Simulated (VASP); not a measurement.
# Ti (Fm-3m) in VASP: further runs, part 2 of 2

VASP 6.6.1. Earlier steps stand in the parts before.

**3. Relaxation of cell and atoms, PBEsol**

This run uses another cell than the first one, of 17.61 Å³/atom.

File INCAR:

```
SYSTEM = Ti
ALGO = Normal
EDIFF = 1E-7
EDIFFG = -0.01
ENCUT = 500
GGA = PS
GGA_COMPAT = .False.
IBRION = 2
ISIF = 3
ISMEAR = -1
LASPH = .True.
LCHARG = .False.
LREAL = .False.
LWAVE = .False.
NELM = 120
NELMIN = 4
NSW = 80
PREC = Accurate
SIGMA = 0.05
```

File KPOINTS:

```
k-points
0
Gamma
  9 9 9
  0 0 0
```

File POSCAR:

```
Ti
1.0
    0.0000000000      2.0650000000      2.0650000000
    2.0650000000      0.0000000000      2.0650000000
    2.0650000000      2.0650000000      0.0000000000
Ti
1
Direct
    0.0000000000      0.0000000000      0.0000000000
```

Potentials or basis: VASP PAW PBE potentials, release 64 (Ti_sv).

On the command line:

```
> cat potpaw_PBE.64/Ti_sv/POTCAR > POTCAR
> mpirun -np 1 vasp_std > vasp.out
```

OUTCAR:

```text
SYSTEM = Ti
   EDIFF = 1E-7
   EDIFFG = -0.01
   ENCUT = 500
   GGA = PS
   IBRION = 2
   ISIF = 3
   ISMEAR = -1
   LASPH = .True.
   LREAL = .False.
   NELM = 120
   NELMIN = 4
   NSW = 80
   PREC = Accurate

 ion  position               nearest neighbor table
   1  0.000  0.000  0.000-

  LATTYP: Found a face centered cubic cell.
 ALAT       =     4.1300000000

  Lattice vectors:

 A1 = (   0.0000000000,   2.0650000000,   2.0650000000)
 A2 = (   2.0650000000,   0.0000000000,   2.0650000000)
 A3 = (   2.0650000000,   2.0650000000,   0.0000000000)

Analysis of symmetry for initial positions (statically):
=====================================================================
 Subroutine PRICEL returns:
 Original cell was already a primitive cell.

 Routine SETGRP: Setting up the symmetry group for a
 face centered cubic supercell.

 Subroutine GETGRP returns: Found 48 space group operations
 (whereof 48 operations were pure point group operations)
 out of a pool of 48 trial point group operations.

The static configuration has the point symmetry O_h .

Analysis of symmetry for dynamics (positions and initial velocities):
=====================================================================
 Subroutine PRICEL returns:
 Original cell was already a primitive cell.

 Routine SETGRP: Setting up the symmetry group for a
 face centered cubic supercell.

 Subroutine GETGRP returns: Found 48 space group operations
 (whereof 48 operations were pure point group operations)
 out of a pool of 48 trial point group operations.

The dynamic configuration has the point symmetry O_h .

 Subroutine INISYM returns: Found 48 space group operations
 (whereof 48 operations are pure point group operations),
 and found     1 'primitive' translations

----------------------------------------------------------------------------------------

                                     Primitive cell

  volume of cell :      17.6112

  direct lattice vectors                    reciprocal lattice vectors
     0.000000000  2.065000000  2.065000000    -0.242130751  0.242130751  0.242130751
     2.065000000  0.000000000  2.065000000     0.242130751 -0.242130751  0.242130751
     2.065000000  2.065000000  0.000000000     0.242130751  0.242130751 -0.242130751

  length of vectors
     2.920351006  2.920351006  2.920351006     0.419382762  0.419382762  0.419382762

  position of ions in fractional coordinates (direct lattice)
     0.000000000  0.000000000  0.000000000

  ion indices of the primitive-cell ions
   primitive index   ion index
                 1           1

----------------------------------------------------------------------------------------

 KPOINTS: k-points

Automatic generation of k-mesh.
 Grid dimensions read from file:
 generate k-points for:    9    9    9

 Generating k-lattice:

[... 44 lines left out ...]
   number of dos      NEDOS =    301   number of ions     NIONS =      1
   total plane-waves  NPLWV =  13824
   dimension x,y,z NGX =    24 NGY =   24 NGZ =   24
   dimension x,y,z NGXF=    48 NGYF=   48 NGZF=   48
   ions per type =               1
   NGX,Y,Z   is equivalent  to a cutoff of  13.66, 13.66, 13.66 a.u.
   NGXF,Y,Z  is equivalent  to a cutoff of  27.32, 27.32, 27.32 a.u.
 SYSTEM =  Ti
   PREC   = accura    normal or accurate (medium, high low for compatibility)
   ISTART =      0    job   : 0-new  1-cont  2-samecut
   ICHARG =      2    charge: 1-file 2-atom 10-const
   ISPIN  =      1    spin polarized calculation?
   LNONCOLLINEAR =      F non collinear calculations
   LSORBIT =      F    spin-orbit coupling
   LASPH  =      T    aspherical Exc in radial PAW
   ENCUT  =  500.0 eV  36.75 Ry    6.06 a.u.   5.32  5.32  5.32*2*pi/ulx,y,z
   NELM   =    120;   NELMIN=  4; NELMDL= -5     # of ELM steps
   EDIFF  = 0.1E-06   stopping-criterion for ELM
   LREAL  =      F    real-space projection
   EDIFFG = -.1E-01   stopping-criterion for IOM
   NSW    =     80    number of steps for IOM
   IBRION =      2    ionic relax: 0-MD 1-quasi-New 2-CG
   NFREE  =      1    steps in history (QN), initial steepest desc. (CG)
   ISIF   =      3    stress and relaxation
   ISYM   =      2    0-nonsym 1-usesym 2-fastsym
   POTIM  = 0.5000    time-step for ionic-motion
   TEBEG  =    0.0;   TEEND  =   0.0 temperature during run
   PSTRESS=    0.0 pullay stress
   NELECT =      12.0000    total number of electrons
   NUPDOWN=      -1.0000    fix difference up-down
   EMIN   =  10.00;   EMAX   =-10.00  energy-range for DOS
   EFERMI =   0.00;   METHOD = LEGACY
   ISMEAR =    -1;   SIGMA  =   0.05  broadening in eV -4-tet -1-fermi 0-gaus
   EFERMI_NEDOS =   21; number of points for ismear=-14 and -15
   IALGO  =     38    algorithm
   IMIX   =      4    mixing-type and parameters
     AMIX     =   0.40;   BMIX     =  1.00
     AMIX_MAG =   1.60;   BMIX_MAG =  1.00
  volume/ion in A,a.u.               =      17.61       118.85
  Fermi-wavevector in a.u.,A,eV,Ry     =   1.440584  2.722309 28.235921  2.075282
  Thomas-Fermi vector in A             =   2.559312
   LORBIT       =      0    0 simple, 1 ext, 2 COOP (PROOUT), +10 PAW based schemes
   GGA     = PS    functional components
   LHFCALC =     F    Hartree Fock is set to
   AEXX    =    0.0000 exact exchange contribution
   IVDW    =     0    specifies the selected vdW correction
   LEPSILON=     F    determine dielectric tensor
   LRPA    =     F    only Hartree local field effects (RPA)
 conjugate gradient relaxation of ions
 non-spin polarized calculation
  energy-cutoff  :      500.00
  volume of cell :       17.61
 maximum number of plane-waves:       459
 NGX is ok and might be reduce to    24
   NGX = 11   NGY = 11   NGZ = 11

--------------------------------------- Ionic step        1  -------------------------------------------

 number of electron      12.0000000 magnetization

 Free energy of the ion-electron system (eV)
  ---------------------------------------------------
  ext. energy  EPLUGINS =         0.00000000
  ---------------------------------------------------
  free energy    TOTEN  =        -8.27091709 eV

  energy without entropy =       -8.25485642  energy(sigma->0) =       -8.26288675

------------------------ aborting loop because EDIFF is reached ----------------------------------------

  FORCE on cell =-STRESS in cart. coord.  units (eV):
  Direction    XX          YY          ZZ          XY          YZ          ZX
  --------------------------------------------------------------------------------------
  -------------------------------------------------------------------------------------
  Total       -0.6242599     -0.6242599     -0.6242599      0.0000000      0.0000000     -0.0000000
  in kB      -56.7918264    -56.7918264    -56.7918264      0.0000000      0.0000000     -0.0000000
  external PRESSURE =     -56.7918264 kB  Pullay stress =       0.0000000 kB
[... 57 lines left out ...]
--------------------------------------- Ionic step        3  -------------------------------------------

 number of electron      12.0000002 magnetization

 Free energy of the ion-electron system (eV)
  ---------------------------------------------------
  ext. energy  EPLUGINS =         0.00000000
  ---------------------------------------------------
  free energy    TOTEN  =        -8.28794513 eV

  energy without entropy =       -8.27185468  energy(sigma->0) =       -8.27989990

 E-fermi :   8.5263     XC(G=0): -11.8294

 val. band max:        8.5161117814   @ k =  -0.3333   0.3333   0.1111
 cond. band min:       8.5368078444   @ k =   0.3333   0.0000   0.0000
 fundamental gap:      0.0206960629
 Fermi energy:         8.5262570218

 k-point     1 :       0.0000    0.0000    0.0000
  band No.  band energies     occupation
      1     -47.9016      2.00000
      2     -23.8052      2.00000
      3     -23.8052      2.00000
      4     -23.8052      2.00000
      5       2.3316      2.00000
      6       9.4146      0.00000
      7       9.4146      0.00000
      8       9.4146      0.00000
      9      11.1285      0.00000
     10      11.1285      0.00000
[... 287 lines left out ...]
 k-point    24 :       0.4444    0.4444    0.0000
  band No.  band energies     occupation
      1     -47.7136      2.00000
      2     -24.5031      2.00000
      3     -24.0666      2.00000
      4     -24.0666      2.00000
      5       5.8128      2.00000
      6       6.7589      2.00000
      7      11.1855      0.00000
      8      12.2222      0.00000
      9      12.4160      0.00000
     10      12.4160      0.00000

 [... further k-points ...]

------------------------ aborting loop because EDIFF is reached ----------------------------------------

  FORCE on cell =-STRESS in cart. coord.  units (eV):
  Direction    XX          YY          ZZ          XY          YZ          ZX
  --------------------------------------------------------------------------------------
  -------------------------------------------------------------------------------------
  Total       -0.0017388     -0.0017388     -0.0017388     -0.0000000      0.0000000     -0.0000000
  in kB       -0.1669208     -0.1669208     -0.1669208     -0.0000000      0.0000000     -0.0000000
  external PRESSURE =      -0.1669208 kB  Pullay stress =       0.0000000 kB
[... 16 lines left out ...]
  FREE ENERGIE OF THE ION-ELECTRON SYSTEM (eV)
  ---------------------------------------------------
  free  energy   TOTEN  =        -8.2879451349 eV

  energy  without entropy=       -8.2718546751  energy(sigma->0) =       -8.27989990

 reached required accuracy - stopping structural energy minimisation
```

It took 12 s on 1 thread of Intel Xeon Platinum 8488C (Sapphire Rapids), shared host; peak memory 0.14 GiB.

Results:

```
Free energy                           : -8.2879 eV
Relaxed volume                        : 16.69 Å³/atom
Relaxed cell                          : a = 2.868 Å, b = 2.868 Å, c = 2.868 Å, α = 60.00°, β = 60.00°, γ = 60.00°
Space group after relaxing (to 0.1 Å) : Fm-3m (No. 225)
Energy gained by relaxing             : 17.0 meV/atom
Ionic steps                           : 3
Pressure after relaxing               : 0.0 GPa
Band gap on the k mesh                : zero (bands 6 and 7 overlap by 1.34 eV)
```

The path:
```
step  energy change (eV)  largest force (eV/Å)  pressure (GPa)  volume (Å³)
   1              0.0000                0.0000           -5.68        17.61
   2             -0.0083                0.0000            4.64        16.07
   3             -0.0170                0.0000           -0.02        16.69
```

Final structure:
```xyz
1
Lattice="0.0000 2.0283 2.0283 2.0283 0.0000 2.0283 2.0283 2.0283 0.0000" Properties=species:S:1:pos:R:3 pbc="T T T"
Ti    0.0000    0.0000    0.0000
```

Levels at points of the mesh, in eV from the Fermi level:
| k point | band 3 | band 4 | band 5 | band 6 | band 7 | band 8 | band 9 | band 10 |
| --- | --- | --- | --- | --- | --- | --- | --- | --- |
| (0.00, 0.00, 0.00) | -32.33 | -32.33 | -6.19 | 0.89 | 0.89 | 0.89 | 2.60 | 2.60 |

Caveat: the PAW data sets were made with another functional, which shifts forces and pressure a little.
